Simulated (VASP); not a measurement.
# CaSe (F-43m) in VASP: G0W0 quasiparticle levels with PBE

Aim: the G0W0 quasiparticle levels of CaSe with PBE.

All numbers are computed with VASP 6.6.1; they aren't measurements. Logs are shortened: lines on timing, memory, paths and dates and some standing lists are left out, and cuts for length are marked.

## Step 1: The cell of the first run

It takes space group F-43m (No. 216, cubic). Conventional cell: a = 6.559 Å, b = 6.559 Å, c = 6.559 Å, α = 90.00°, β = 90.00°, γ = 90.00°. Within 3.7 Å of Ca (site symmetry -43m) lie 4 Se at 2.84 Å. Se (site symmetry -43m) has 4 Ca at 2.84 Å within 3.7 Å.

## Step 2: G0W0 quasiparticle levels, PBE

POSCAR

```
CaSe
1.0
    0.0000000000      3.2795613712      3.2795613712
    3.2795613712      0.0000000000      3.2795613712
    3.2795613712      3.2795613712      0.0000000000
Ca Se
1 1
Direct
    0.0000000000      0.0000000000      0.0000000000
    0.2500000000      0.2500000000      0.2500000000
```

INCAR.step1

```
  PREC = Accurate
  ENCUT = 500
  EDIFF = 1E-8
  ISMEAR = 0
  SIGMA = 0.01
  LREAL = False
  LASPH = True
  NELM = 60
  ALGO = Normal
  LWAVE = True
  LCHARG = False
  GGA = PE
```

INCAR.step2

```
  PREC = Accurate
  ENCUT = 500
  EDIFF = 1E-8
  ISMEAR = 0
  SIGMA = 0.01
  LREAL = False
  LASPH = True
  NELM = 1
  ALGO = Exact
  LWAVE = True
  LCHARG = False
  GGA = PE
  NBANDS = 302
  LOPTICS = True
  ISTART = 1
```

INCAR.step3

```
  PREC = Accurate
  ENCUT = 500
  EDIFF = 1E-8
  ISMEAR = 0
  SIGMA = 0.01
  LREAL = False
  LASPH = True
  ALGO = EVGW0
  LWAVE = False
  LCHARG = False
  GGA = PE
  NELMGW = 1
  NBANDS = 302
  ENCUTGW = 150.0
  NOMEGA = 48
  PRECFOCK = Fast
  ISTART = 1
  NBANDSGW = 16
```

KPOINTS

```
Automatic mesh
0
Gamma
  4 4 4
```

Potentials or basis: VASP PAW PBE potentials, release 64 (Ca_sv_GW, Se_GW).

Launch:

```console
$ cat potpaw_PBE.64/Ca_sv_GW/POTCAR potpaw_PBE.64/Se_GW/POTCAR > POTCAR
$ cp INCAR.step1 INCAR
$ mpirun -np 1 vasp_std > vasp.out
$ cp INCAR.step2 INCAR
$ mpirun -np 1 vasp_std > vasp.out
$ cp INCAR.step3 INCAR
$ mpirun -np 1 vasp_std > vasp.out
```

OUTCAR:

```text
PREC = Accurate
   ENCUT = 500
   EDIFF = 1E-8
   ISMEAR = 0
   LREAL = False
   LASPH = True
   GGA = PE
   NELMGW = 1
   ENCUTGW = 150.0
   PRECFOCK = Fast
   ISTART = 1

 ion  position               nearest neighbor table
   1  0.000  0.000  0.000-   2 2.84   2 2.84   2 2.84   2 2.84
   2  0.250  0.250  0.250-   1 2.84   1 2.84   1 2.84   1 2.84

  LATTYP: Found a face centered cubic cell.
 ALAT       =     6.5591227424

  Lattice vectors:

 A1 = (   0.0000000000,   3.2795613712,   3.2795613712)
 A2 = (   3.2795613712,   0.0000000000,   3.2795613712)
 A3 = (   3.2795613712,   3.2795613712,   0.0000000000)

Analysis of symmetry for initial positions (statically):
=====================================================================
 Subroutine PRICEL returns:
 Original cell was already a primitive cell.

 Routine SETGRP: Setting up the symmetry group for a
 face centered cubic supercell.

 Subroutine GETGRP returns: Found 24 space group operations
 (whereof 24 operations were pure point group operations)
 out of a pool of 48 trial point group operations.

The static configuration has the point symmetry T_d .

Analysis of symmetry for dynamics (positions and initial velocities):
=====================================================================
 Subroutine PRICEL returns:
 Original cell was already a primitive cell.

 Routine SETGRP: Setting up the symmetry group for a
 face centered cubic supercell.

 Subroutine GETGRP returns: Found 24 space group operations
 (whereof 24 operations were pure point group operations)
 out of a pool of 48 trial point group operations.

The dynamic configuration has the point symmetry T_d .

 Subroutine INISYM returns: Found 24 space group operations
 (whereof 24 operations are pure point group operations),
 and found     1 'primitive' translations

----------------------------------------------------------------------------------------

                                     Primitive cell

  volume of cell :      70.5468

  direct lattice vectors                    reciprocal lattice vectors
     0.000000000  3.279561371  3.279561371    -0.152459413  0.152459413  0.152459413
     3.279561371  0.000000000  3.279561371     0.152459413 -0.152459413  0.152459413
     3.279561371  3.279561371  0.000000000     0.152459413  0.152459413 -0.152459413

  length of vectors
     4.638000170  4.638000170  4.638000170     0.264067449  0.264067449  0.264067449

  position of ions in fractional coordinates (direct lattice)
     0.000000000  0.000000000  0.000000000
     0.250000000  0.250000000  0.250000000

  ion indices of the primitive-cell ions
   primitive index   ion index
                 1           1
                 2           2

----------------------------------------------------------------------------------------

 KPOINTS: Automatic mesh

Automatic generation of k-mesh.
 Grid dimensions read from file:
 generate k-points for:    4    4    4

 Generating k-lattice:

  Cartesian coordinates                     Fractional coordinates (reciprocal lattice)
    -0.038114853  0.038114853  0.038114853     0.250000000  0.000000000  0.000000000
     0.038114853 -0.038114853  0.038114853     0.000000000  0.250000000  0.000000000
     0.038114853  0.038114853 -0.038114853     0.000000000  0.000000000  0.250000000

  Length of vectors
     0.066016862  0.066016862  0.066016862

  Shift w.r.t. Gamma in fractional coordinates (k-lattice)
     0.000000000  0.000000000  0.000000000

 Subroutine IBZKPT returns following result:
 ===========================================

 Found      8 irreducible k-points:

 Following reciprocal coordinates:
            Coordinates               Weight
  0.000000  0.000000  0.000000      1.000000
  0.250000  0.000000  0.000000      8.000000
  0.500000  0.000000  0.000000      4.000000
  0.250000  0.250000  0.000000      6.000000
  0.500000  0.250000  0.000000     24.000000
 -0.250000  0.250000  0.000000     12.000000
  0.500000  0.500000  0.000000      3.000000
 -0.250000  0.500000  0.250000      6.000000
   k-points           NKPTS =      8   k-points in BZ     NKDIM =     64   number of bands    NBANDS=    302
   number of dos      NEDOS =    301   number of ions     NIONS =      2
   total plane-waves  NPLWV =  46656
   dimension x,y,z NGX =    36 NGY =   36 NGZ =   36
   dimension x,y,z NGXF=    72 NGYF=   72 NGZF=   72
   ions per type =               1   1
   NGX,Y,Z   is equivalent  to a cutoff of  12.90, 12.90, 12.90 a.u.
   NGXF,Y,Z  is equivalent  to a cutoff of  25.81, 25.81, 25.81 a.u.
 SYSTEM =  unknown system
   PREC   = accura    normal or accurate (medium, high low for compatibility)
   ISTART =      1    job   : 0-new  1-cont  2-samecut
   ICHARG =      0    charge: 1-file 2-atom 10-const
   ISPIN  =      1    spin polarized calculation?
   LNONCOLLINEAR =      F non collinear calculations
   LSORBIT =      F    spin-orbit coupling
   LASPH  =      T    aspherical Exc in radial PAW
   ENCUT  =  500.0 eV  36.75 Ry    6.06 a.u.   8.46  8.46  8.46*2*pi/ulx,y,z
   NELM   =     60;   NELMIN=  2; NELMDL=  0     # of ELM steps
   EDIFF  = 0.1E-07   stopping-criterion for ELM
   LREAL  =      F    real-space projection
   EDIFFG = 0.1E-06   stopping-criterion for IOM
   NSW    =      0    number of steps for IOM
   IBRION =     -1    ionic relax: 0-MD 1-quasi-New 2-CG
   NFREE  =      0    steps in history (QN), initial steepest desc. (CG)
   ISIF   =      0    stress and relaxation
   ISYM   =      3    0-nonsym 1-usesym 2-fastsym
   POTIM  = 0.5000    time-step for ionic-motion
   TEBEG  =    0.0;   TEEND  =   0.0 temperature during run
   PSTRESS=    0.0 pullay stress
   NELECT =      16.0000    total number of electrons
   NUPDOWN=      -1.0000    fix difference up-down
   EMIN   =  10.00;   EMAX   =-10.00  energy-range for DOS
   EFERMI =   0.00;   METHOD = LEGACY
   ISMEAR =     0;   SIGMA  =   0.01  broadening in eV -4-tet -1-fermi 0-gaus
   EFERMI_NEDOS =   21; number of points for ismear=-14 and -15
   IALGO  =     38    algorithm
   IMIX   =      4    mixing-type and parameters
     AMIX     =   0.40;   BMIX     =  1.00
     AMIX_MAG =   1.60;   BMIX_MAG =  1.00
  volume/ion in A,a.u.               =      35.27       238.04
  Fermi-wavevector in a.u.,A,eV,Ry     =   0.998364  1.886635 13.561354  0.996731
  Thomas-Fermi vector in A             =   2.130583
   LORBIT       =      0    0 simple, 1 ext, 2 COOP (PROOUT), +10 PAW based schemes
   GGA     = PE    functional components
   LHFCALC =     T    Hartree Fock is set to
   PRECFOCK=fast      Normal, Fast or Accurate (Low or Medium for compatibility)
   ENCUT4O =  -1.0   cutoff for four orbital integrals eV
   NKREDX  =     1    reduce k-point grid by
   NKREDY  =     1    reduce k-point grid by
   NKREDZ  =     1    reduce k-point grid by
   AEXX    =    1.0000 exact exchange contribution
   HFSCREEN=    0.0000 screening length (either q_TF or 0.3 A-1)
   HFSCREENC=   0.0000 screening length for correlation (either q_TF or 0.3 A-1)
   ENCUTFOCK=  -1.0 apply spherical cutoff to Coloumb kernel
   IVDW    =     0    specifies the selected vdW correction
   LEPSILON=     F    determine dielectric tensor
   LRPA    =     F    only Hartree local field effects (RPA)
   LRPAFORCE           =     F    calculate RPA forces
   ENCUTGW             = 150.0    cutoff for response function in eV
   ENCUTGWSOFT         = 120.0    soft cutoff for Coulomb kernel in GW response function in eV
   ENCUTLF             =  -1.0    cutoff for local field effects
   NELMGW              =     1    number of iterations in solving QP/BSE equation
   NELMHF              =     1    number of iterations in the inner HF iteration
   NKREDLFX            =     1    NKREDLFY  =   1   NKREDLFZ  =   1
 non-spin polarized calculation
 Gauss-broadening in eV      SIGMA  =   0.01
  energy-cutoff  :      500.00
  volume of cell :       70.55
 maximum number of plane-waves:      1812
 NGX is ok and might be reduce to    36
  NGX = 20; NGY = 20; NGZ = 20
   NGX = 17   NGY = 17   NGZ = 17
 maximum number of plane-waves:       303

 QP shifts <psi_nk| G(iteration)W_0 |psi_nk>: iteration 1
 for sc-GW calculations column KS-energies equals QP-energies in previous step
 and V_xc(KS)=  KS-energies - (<T + V_ion + V_H > + <T+V_H+V_ion>^1  + <V_x>^1)

 k-point   1 :       0.0000    0.0000    0.0000
  band No.  KS-energies  QP-energies   sigma(KS)   V_xc(KS)     V^pw_x(r,r')   Z            occupation Imag(sigma)

      1     -38.4739     -39.7297     -22.9529     -20.7367     -34.4599       0.5667       2.0000       1.1299
      2     -19.4891     -21.4940     -22.7721     -19.9201     -27.8390       0.7030       2.0000       0.4431
      3     -19.4891     -21.4940     -22.7721     -19.9201     -27.8390       0.7030       2.0000       0.4431
      4     -19.4891     -21.4940     -22.7721     -19.9201     -27.8390       0.7030       2.0000       0.4431
      5      -9.7311     -10.7980     -14.2133     -12.6256     -19.8191       0.6720       2.0000       1.3614
      6       0.5009      -0.6402     -13.1508     -11.6302     -14.4954       0.7505       2.0000       0.1964
[... 8 lines left out ...]
     15       9.6767      10.2539      -7.9160      -8.6595      -3.7868       0.7764       0.0000      -0.3731
     16       9.6767      10.2539      -7.9160      -8.6595      -3.7868       0.7764       0.0000      -0.3731

 k-point   2 :       0.2500    0.0000    0.0000
  band No.  KS-energies  QP-energies   sigma(KS)   V_xc(KS)     V^pw_x(r,r')   Z            occupation Imag(sigma)

      1     -38.4730     -39.7353     -22.9524     -20.7382     -34.4607       0.5701       2.0000       1.1315
      2     -19.5115     -21.4590     -22.7217     -19.8687     -27.8149       0.6826       2.0000       0.4715
      3     -19.4918     -21.4967     -22.7698     -19.9145     -27.8381       0.7022       2.0000       0.4445
      4     -19.4918     -21.4967     -22.7698     -19.9145     -27.8381       0.7022       2.0000       0.4445
      5      -9.6036     -10.6608     -14.3692     -12.8001     -19.9086       0.6737       2.0000       1.3193
      6      -0.1957      -1.4813     -12.1746     -10.4726     -13.6850       0.7553       2.0000       0.2298
[... 8 lines left out ...]
     15       8.6786       9.1204      -7.2199      -7.7818      -3.3967       0.7863       0.0000      -0.3248
     16      10.2119      10.9504      -8.3289      -9.2768      -4.0941       0.7791       0.0000      -0.4115

 k-point   3 :       0.5000    0.0000    0.0000
  band No.  KS-energies  QP-energies   sigma(KS)   V_xc(KS)     V^pw_x(r,r')   Z            occupation Imag(sigma)

      1     -38.4721     -39.7397     -22.9520     -20.7398     -34.4614       0.5730       2.0000       1.1330
      2     -19.5336     -21.4566     -22.6733     -19.8188     -27.7923       0.6737       2.0000       0.4995
      3     -19.4946     -21.4867     -22.7674     -19.9089     -27.8373       0.6969       2.0000       0.4459
      4     -19.4946     -21.4867     -22.7674     -19.9089     -27.8373       0.6969       2.0000       0.4459
      5      -9.4741     -10.5250     -14.5287     -12.9793     -20.0004       0.6782       2.0000       1.2795
      6      -0.6225      -2.0197     -11.8862     -10.0205     -13.6093       0.7489       2.0000       0.2612
[... 8 lines left out ...]
     15       9.4832      10.5571      -9.5676     -10.9797      -5.0481       0.7605       0.0000      -0.4849
     16      10.7820      12.1047     -10.0326     -11.7780      -5.2810       0.7579       0.0000      -0.5495

 k-point   4 :       0.2500    0.2500    0.0000
  band No.  KS-energies  QP-energies   sigma(KS)   V_xc(KS)     V^pw_x(r,r')   Z            occupation Imag(sigma)

      1     -38.4727     -39.7398     -22.9523     -20.7388     -34.4609       0.5724       2.0000       1.1320
      2     -19.5131     -21.4531     -22.7124     -19.8651     -27.8104       0.6813       2.0000       0.4781
      3     -19.4957     -21.4845     -22.7654     -19.9061     -27.8363       0.6955       2.0000       0.4464
      4     -19.4957     -21.4845     -22.7654     -19.9061     -27.8363       0.6955       2.0000       0.4464
      5      -9.5616     -10.6176     -14.4206     -12.8573     -19.9379       0.6755       2.0000       1.3064
      6      -0.2656      -1.5322     -12.1422     -10.4621     -13.6424       0.7539       2.0000       0.2334
[... 8 lines left out ...]
     15       9.2215      10.2463      -9.1713     -10.5158      -4.8054       0.7622       0.0000      -0.3758
     16      10.5168      11.0181      -7.6633      -8.3027      -3.4756       0.7840       0.0000      -0.4501
[... 24 lines left out ...]
      1     -38.4721     -39.7496     -22.9519     -20.7398     -34.4614       0.5775       2.0000       1.1330
      2     -19.5244     -21.4660     -22.6889     -19.8401     -27.8026       0.6816       2.0000       0.4939
      3     -19.5038     -21.4622     -22.7516     -19.8876     -27.8264       0.6838       2.0000       0.4513
      4     -19.4946     -21.4939     -22.7675     -19.9089     -27.8374       0.6994       2.0000       0.4459
      5      -9.4758     -10.5246     -14.5259     -12.9758     -19.9989       0.6766       2.0000       1.2804
      6      -0.3160      -1.6551     -12.0843     -10.3068     -13.6723       0.7534       2.0000       0.2387
[... 8 lines left out ...]
     15       9.0258       9.8669      -8.2559      -9.3497      -4.0212       0.7689       0.0000      -0.3873
     16      10.0652      11.3020     -10.1794     -11.8218      -5.5016       0.7531       0.0000      -0.4994

 k-point   7 :       0.5000    0.5000    0.0000
  band No.  KS-energies  QP-energies   sigma(KS)   V_xc(KS)     V^pw_x(r,r')   Z            occupation Imag(sigma)

      1     -38.4714     -39.7705     -22.9516     -20.7408     -34.4619       0.5876       2.0000       1.1341
      2     -19.5364     -21.4515     -22.6555     -19.8128     -27.7835       0.6737       2.0000       0.5118
      3     -19.5022     -21.4800     -22.7585     -19.8921     -27.8333       0.6900       2.0000       0.4496
      4     -19.5022     -21.4800     -22.7585     -19.8921     -27.8333       0.6900       2.0000       0.4496
      5      -9.3912     -10.4502     -14.6296     -13.0925     -20.0583       0.6889       2.0000       1.2562
      6      -0.6453      -1.9962     -12.0137     -10.2067     -13.6998       0.7476       2.0000       0.2641
[... 8 lines left out ...]
     15       9.9484      11.3402     -10.4280     -12.2908      -5.5148       0.7471       0.0000      -0.5116
     16      10.6404      11.2747      -8.1946      -9.0158      -3.7442       0.7725       0.0000      -0.5158

 k-point   8 :      -0.2500    0.5000    0.2500
  band No.  KS-energies  QP-energies   sigma(KS)   V_xc(KS)     V^pw_x(r,r')   Z            occupation Imag(sigma)

      1     -38.4714     -39.7764     -22.9516     -20.7407     -34.4619       0.5903       2.0000       1.1341
      2     -19.5303     -21.4493     -22.6689     -19.8270     -27.7955       0.6753       2.0000       0.5087
      3     -19.5081     -21.4630     -22.7456     -19.8777     -27.8215       0.6817       2.0000       0.4522
      4     -19.5024     -21.4761     -22.7584     -19.8917     -27.8329       0.6885       2.0000       0.4499
      5      -9.3913     -10.4477     -14.6283     -13.0917     -20.0583       0.6874       2.0000       1.2568
      6      -0.1180      -1.4329     -12.3660     -10.6208     -13.9506       0.7534       2.0000       0.2314
[... 8 lines left out ...]
     15       9.5478      11.0575     -10.8046     -12.8303      -6.0921       0.7453       0.0000      -0.4758
     16       9.7098      10.3709      -8.9510      -9.8142      -4.5775       0.7658       0.0000      -0.3872
```

Wall time 14 min (1 thread of Intel Xeon 6975P-C, shared host); peak memory 0.91 GiB.

Results:

* Band gap on the k mesh, mean-field level: 3.20 eV, indirect (least direct gap 3.30 eV)
* Quasiparticle gap: 4.64 eV
* Least direct quasiparticle gap: 4.68 eV

Caveat: bands, screening cutoff and mesh are small and nothing is extrapolated, so the quasiparticle values aren't converged. A k mesh can miss the band edges.
